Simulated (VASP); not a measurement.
# HfC in VASP: a series of runs

HfC is run at these levels: PBE; tasks: single point.

All numbers are computed with VASP 6.6.1; they aren't measurements. Logs are shortened: lines on timing, memory, paths and dates and some standing lists are left out, and cuts for length are marked.

### Step 1. The cell of the first run

The typed cell holds 2 atoms: a = 3.289 Å, b = 3.289 Å, c = 3.289 Å, α = 119.98°, β = 119.98°, γ = 90.04°.

### Step 2. Single point, PBE

Input file INCAR:

```
SYSTEM = HfC
PREC = Accurate ; ENCUT = 520
EDIFF = 1E-7 ; ISMEAR = 0
SIGMA = 0.1 ; LREAL = .False.
LASPH = .True. ; NELM = 60
ALGO = Normal ; ISIF = 2
LWAVE = .False. ; LCHARG = .False.
GGA = PE ; NBANDS = 14
```

Input file KPOINTS:

```
regular mesh
0
Gamma
  6 6 6
  0 0 0
```

Input file POSCAR:

```
HfC
1.0
   -1.6448493960      1.6448493960      2.3247226098
    1.6448493960     -1.6448493960      2.3247226098
    1.6448493960      1.6448493960     -2.3247226098
Hf C
1 1
Direct
    0.0000000000      0.0000000000      0.0000000000
    0.5000000000      0.5000000000      0.0000000000
```

Potentials or basis: VASP PAW PBE potentials, release 64 (Hf_pv, C).

Run with:

```
> cat potpaw_PBE.64/Hf_pv/POTCAR potpaw_PBE.64/C/POTCAR > POTCAR
> mpirun -np 1 vasp_std > vasp.out
```

OUTCAR:

```text
SYSTEM = HfC
   PREC = Accurate
   ENCUT = 520
   EDIFF = 1E-7
   ISMEAR = 0
   LREAL = .False.
   LASPH = .True.
   NELM = 60
   ISIF = 2
   GGA = PE

 ion  position               nearest neighbor table
   1  0.000  0.000  0.000-   2 2.32   2 2.32   2 2.33   2 2.33   2 2.33   2 2.33
   2  0.500  0.500  0.000-   1 2.32   1 2.32   1 2.33   1 2.33   1 2.33   1 2.33

  LATTYP: Found a body centered tetragonal cell.
 ALAT       =     3.2896987920
 C/A-ratio  =     1.4133346284

  Lattice vectors:

 A1 = (  -1.6448493960,   1.6448493960,   2.3247226098)
 A2 = (   1.6448493960,  -1.6448493960,   2.3247226098)
 A3 = (   1.6448493960,   1.6448493960,  -2.3247226098)

Analysis of symmetry for initial positions (statically):
=====================================================================
 Subroutine PRICEL returns:
 Original cell was already a primitive cell.

 Routine SETGRP: Setting up the symmetry group for a
 body centered tetragonal supercell.

 Subroutine GETGRP returns: Found 16 space group operations
 (whereof 16 operations were pure point group operations)
 out of a pool of 16 trial point group operations.

The static configuration has the point symmetry D_4h.

Analysis of symmetry for dynamics (positions and initial velocities):
=====================================================================
 Subroutine PRICEL returns:
 Original cell was already a primitive cell.

 Routine SETGRP: Setting up the symmetry group for a
 body centered tetragonal supercell.

 Subroutine GETGRP returns: Found 16 space group operations
 (whereof 16 operations were pure point group operations)
 out of a pool of 16 trial point group operations.

The dynamic configuration has the point symmetry D_4h.

 Subroutine INISYM returns: Found 16 space group operations
 (whereof 16 operations are pure point group operations),
 and found     1 'primitive' translations

----------------------------------------------------------------------------------------

                                     Primitive cell

  volume of cell :      25.1584

  direct lattice vectors                    reciprocal lattice vectors
    -1.644849396  1.644849396  2.324722610     0.000000000  0.303979198  0.215079424
     1.644849396 -1.644849396  2.324722610     0.303979198  0.000000000  0.215079424
     1.644849396  1.644849396 -2.324722610     0.303979198  0.303979198  0.000000000

  length of vectors
     3.288676677  3.288676677  3.288676677     0.372374155  0.372374155  0.429891504

  position of ions in fractional coordinates (direct lattice)
     0.000000000  0.000000000  0.000000000
     0.500000000  0.500000000  0.000000000

  ion indices of the primitive-cell ions
   primitive index   ion index
                 1           1
                 2           2

----------------------------------------------------------------------------------------

 KPOINTS: regular mesh

Automatic generation of k-mesh.
 Grid dimensions read from file:
 generate k-points for:    6    6    6

 Generating k-lattice:

  Cartesian coordinates                     Fractional coordinates (reciprocal lattice)
     0.000000000  0.050663200  0.035846571     0.166666667  0.000000000  0.000000000
     0.050663200  0.000000000  0.035846571     0.000000000  0.166666667  0.000000000
     0.050663200  0.050663200  0.000000000     0.000000000  0.000000000  0.166666667

  Length of vectors
     0.062062359  0.062062359  0.071648584

  Shift w.r.t. Gamma in fractional coordinates (k-lattice)
     0.000000000  0.000000000  0.000000000

 Subroutine IBZKPT returns following result:
 ===========================================

 Found     30 irreducible k-points:

 Following reciprocal coordinates:
            Coordinates               Weight
  0.000000  0.000000  0.000000      1.000000
  0.166667  0.000000 -0.000000      8.000000
  0.333333  0.000000  0.000000      8.000000
  0.500000  0.000000 -0.000000      4.000000
  0.166667  0.166667 -0.000000      8.000000
  0.333333  0.166667  0.000000     16.000000
[... 16 lines left out ...]
 -0.333333 -0.333333  0.166667      8.000000
 -0.166667 -0.333333  0.166667      8.000000
 [... further k-points ...]
   k-points           NKPTS =     30   k-points in BZ     NKDIM =     30   number of bands    NBANDS=     14
   number of dos      NEDOS =    301   number of ions     NIONS =      2
   total plane-waves  NPLWV =  13824
   dimension x,y,z NGX =    24 NGY =   24 NGZ =   24
   dimension x,y,z NGXF=    48 NGYF=   48 NGZF=   48
   ions per type =               1   1
   NGX,Y,Z   is equivalent  to a cutoff of  12.13, 12.13, 12.13 a.u.
   NGXF,Y,Z  is equivalent  to a cutoff of  24.26, 24.26, 24.26 a.u.
 SYSTEM =  HfC
   PREC   = accura    normal or accurate (medium, high low for compatibility)
   ISTART =      0    job   : 0-new  1-cont  2-samecut
   ICHARG =      2    charge: 1-file 2-atom 10-const
   ISPIN  =      1    spin polarized calculation?
   LNONCOLLINEAR =      F non collinear calculations
   LSORBIT =      F    spin-orbit coupling
   LASPH  =      T    aspherical Exc in radial PAW
   ENCUT  =  520.0 eV  38.22 Ry    6.18 a.u.   6.11  6.11  6.11*2*pi/ulx,y,z
   NELM   =     60;   NELMIN=  2; NELMDL= -5     # of ELM steps
   EDIFF  = 0.1E-06   stopping-criterion for ELM
   LREAL  =      F    real-space projection
   EDIFFG = 0.1E-05   stopping-criterion for IOM
   NSW    =      0    number of steps for IOM
   IBRION =     -1    ionic relax: 0-MD 1-quasi-New 2-CG
   NFREE  =      0    steps in history (QN), initial steepest desc. (CG)
   ISIF   =      2    stress and relaxation
   ISYM   =      2    0-nonsym 1-usesym 2-fastsym
   POTIM  = 0.5000    time-step for ionic-motion
   TEBEG  =    0.0;   TEEND  =   0.0 temperature during run
   PSTRESS=    0.0 pullay stress
   NELECT =      14.0000    total number of electrons
   NUPDOWN=      -1.0000    fix difference up-down
   EMIN   =  10.00;   EMAX   =-10.00  energy-range for DOS
   EFERMI =   0.00;   METHOD = LEGACY
   ISMEAR =     0;   SIGMA  =   0.10  broadening in eV -4-tet -1-fermi 0-gaus
   EFERMI_NEDOS =   21; number of points for ismear=-14 and -15
   IALGO  =     38    algorithm
   IMIX   =      4    mixing-type and parameters
     AMIX     =   0.40;   BMIX     =  1.00
     AMIX_MAG =   1.60;   BMIX_MAG =  1.00
  volume/ion in A,a.u.               =      12.58        84.89
  Fermi-wavevector in a.u.,A,eV,Ry     =   1.346552  2.544614 24.670105  1.813202
  Thomas-Fermi vector in A             =   2.474374
   LORBIT       =      0    0 simple, 1 ext, 2 COOP (PROOUT), +10 PAW based schemes
   GGA     = PE    functional components
   LHFCALC =     F    Hartree Fock is set to
   AEXX    =    0.0000 exact exchange contribution
   IVDW    =     0    specifies the selected vdW correction
   LEPSILON=     F    determine dielectric tensor
   LRPA    =     F    only Hartree local field effects (RPA)
 non-spin polarized calculation
 Gauss-broadening in eV      SIGMA  =   0.10
  energy-cutoff  :      520.00
  volume of cell :       25.16
 maximum number of plane-waves:       696
   NGX = 13   NGY = 13   NGZ = 13

 number of electron      14.0000000 magnetization

 Free energy of the ion-electron system (eV)
  ---------------------------------------------------
  ext. energy  EPLUGINS =         0.00000000
  ---------------------------------------------------
  free energy    TOTEN  =       -21.03334289 eV

  energy without entropy =      -21.03062992  energy(sigma->0) =      -21.03198641

 E-fermi :   5.8045     XC(G=0): -12.2795

 val. band max:        5.7205896962   @ k =  -0.1667   0.1667   0.0000
 cond. band min:       5.8551506648   @ k =   0.5000   0.5000   0.5000
 fundamental gap:      0.1345609686
 Fermi energy:         5.8044502190

 k-point     1 :       0.0000    0.0000    0.0000
  band No.  band energies     occupation
      1     -23.6332      2.00000
      2     -23.6332      2.00000
      3     -23.6324      2.00000
      4      -6.3517      2.00000
      5       6.9557      0.00000
      6       6.9557      0.00000
      7       6.9588      0.00000
      8       7.3340      0.00000
      9       7.3340      0.00000
     10       7.3407      0.00000
     11       9.3296      0.00000
     12       9.3378      0.00000
     13      12.7711      0.00000
     14      16.9443      0.00000

 k-point     2 :       0.1667    0.0000   -0.0000
  band No.  band energies     occupation
      1     -23.8099      2.00000
      2     -23.6505      2.00000
      3     -23.6498      2.00000
      4      -5.6804      2.00000
      5       4.4008      2.00000
      6       5.1195      2.00000
      7       5.1222      2.00000
      8       8.1942      0.00000
      9       8.1963      0.00000
     10       8.4711      0.00000
     11      11.7199      0.00000
     12      11.7292      0.00000
     13      14.0814      0.00000
     14      18.6898      0.00000

 k-point     3 :       0.3333    0.0000    0.0000
  band No.  band energies     occupation
      1     -24.1455      2.00000
      2     -23.6849      2.00000
      3     -23.6839      2.00000
      4      -4.0175      2.00000
      5       1.5455      2.00000
      6       3.5287      2.00000
      7       3.5303      2.00000
      8       9.6335      0.00000
      9       9.9525      0.00000
     10       9.9539      0.00000
     11      14.9362      0.00000
     12      15.1867      0.00000
     13      15.1991      0.00000
     14      19.6480      0.00000
[... 324 lines left out ...]
 k-point    23 :      -0.3333   -0.3333    0.1667
  band No.  band energies     occupation
      1     -24.1207      2.00000
      2     -23.8903      2.00000
      3     -23.7644      2.00000
      4      -3.7810      2.00000
      5       1.7231      2.00000
      6       3.5957      2.00000
      7       3.8196      2.00000
      8       8.0686      0.00000
      9      11.5859      0.00000
     10      11.9782      0.00000
     11      12.4137      0.00000
     12      15.3309      0.00000
     13      17.8916      0.00000
     14      18.5429      0.00000

 k-point    24 :      -0.1667   -0.3333    0.1667
  band No.  band energies     occupation
      1     -24.0423      2.00000
      2     -23.7376      2.00000
      3     -23.7349      2.00000
      4      -4.4240      2.00000
      5       2.0390      2.00000
      6       3.9547      2.00000
      7       4.6202      2.00000
      8       7.1761      0.00000
      9      10.6543      0.00000
     10      11.0172      0.00000
     11      12.4971      0.00000
     12      13.8882      0.00000
     13      17.1812      0.00000
     14      19.6666      0.00000

 [... further k-points ...]
[... 5 lines left out ...]
  --------------------------------------------------------------------------------------
  -------------------------------------------------------------------------------------
  Total       -0.1047446     -0.1047446     -0.0703711      0.0000000      0.0000000      0.0000000
  in kB       -6.6705097     -6.6705097     -4.4814818      0.0000000      0.0000000      0.0000000
  external PRESSURE =      -5.9408337 kB  Pullay stress =       0.0000000 kB

 VOLUME and BASIS-vectors are now :
 -----------------------------------------------------------------------------
  energy-cutoff  :      520.00
  volume of cell :       25.16
      direct lattice vectors                 reciprocal lattice vectors
    -1.644849396  1.644849396  2.324722610     0.000000000  0.303979198  0.215079424
     1.644849396 -1.644849396  2.324722610     0.303979198  0.000000000  0.215079424
     1.644849396  1.644849396 -2.324722610     0.303979198  0.303979198  0.000000000

 POSITION                                       TOTAL-FORCE (eV/Angst)
 -----------------------------------------------------------------------------------
      0.00000      0.00000      0.00000         0.000000      0.000000      0.000000
      0.00000      0.00000      2.32472        -0.000000     -0.000000     -0.000000
 -----------------------------------------------------------------------------------
    total drift:                               -0.000000      0.000000     -0.000000

  FREE ENERGIE OF THE ION-ELECTRON SYSTEM (eV)
  ---------------------------------------------------
  free  energy   TOTEN  =       -21.0333428901 eV

  energy  without entropy=      -21.0306299242  energy(sigma->0) =      -21.03198641
```

Run time: 5.8 s. Hardware: 1 thread of Intel Xeon Platinum 8488C (Sapphire Rapids), shared host; peak memory 0.14 GiB.

Results:

* Free energy: -21.0333 eV
* Pressure: -0.6 GPa
* Band gap on the k mesh: zero (band 7 reaches 6.96 eV, above the bottom of band 8 at 5.59 eV)

Levels at points of the mesh, in eV from the Fermi level:
| k point | band 4 | band 5 | band 6 | band 7 | band 8 | band 9 | band 10 | band 11 |
| --- | --- | --- | --- | --- | --- | --- | --- | --- |
| (0.00, 0.00, 0.00) | -12.16 | 1.15 | 1.15 | 1.15 | 1.53 | 1.53 | 1.54 | 3.53 |
| (0.50, 0.00, 0.00) | -8.42 | -5.99 | -2.83 | -2.83 | 5.45 | 5.45 | 5.92 | 6.69 |
| (0.50, 0.50, 0.00) | -10.26 | -2.44 | -1.63 | 0.05 | 0.06 | 5.44 | 6.86 | 6.87 |
| (0.50, 0.50, 0.50) | -10.25 | -2.44 | -1.63 | 0.05 | 0.05 | 5.45 | 6.87 | 6.87 |

Caveat: the k points lie up to 0.45 Å⁻¹ apart; spin-orbit coupling is left out, which moves the levels of the heavy elements.

### Step 3. Single point, PBE

Input file INCAR:

```
PREC = Accurate
ENCUT = 520
EDIFF = 1E-6
ISMEAR = 0
SIGMA = 0.1
LREAL = F
LASPH = T
NELM = 80
ALGO = Normal
ISIF = 2
LWAVE = F
LCHARG = F
GGA = PE
NBANDS = 14
```

Input file KPOINTS:

```
Automatic mesh
0
Gamma
  20 20 20
```

Input file POSCAR:

```
HfC
1.0
    0.0000000000      2.3256864192      2.3256864192
    2.3256864192      0.0000000000      2.3256864192
    2.3256864192      2.3256864192      0.0000000000
Hf C
1 1
Direct
    0.0000000000      0.0000000000      0.0000000000
    0.5000000000      0.5000000000      0.5000000000
```

Potentials or basis: VASP PAW PBE potentials, release 64 (Hf_pv, C).

Run with:

```
> cat potpaw_PBE.64/Hf_pv/POTCAR potpaw_PBE.64/C/POTCAR > POTCAR
> mpirun -np 1 vasp_std > vasp.out
```

It took 40 s on 1 thread of Intel Xeon Platinum 8488C (Sapphire Rapids), shared host; peak memory 0.21 GiB.

The run converged. Its results:

```yaml
Free_energy: -21.0469 eV
Pressure: -0.7 GPa
Band_gap_on_the_k_mesh: zero (band 7 reaches 6.95 eV, above the bottom of band 8 at 5.52 eV)
```

Levels at points of the mesh, in eV from the Fermi level:
```
           k point  band 5  band 6  band 7  band 8  band 9  band 10
(0.00, 0.00, 0.00)    1.01    1.01    1.01    1.40    1.40     1.40
(0.50, 0.00, 0.00)   -6.12   -2.97   -2.97    5.32    5.32     5.79
(0.50, 0.50, 0.00)   -2.58   -1.76   -0.09   -0.09    5.31     6.74
```

Caveat: spin-orbit coupling is left out, which moves the levels of the heavy elements.
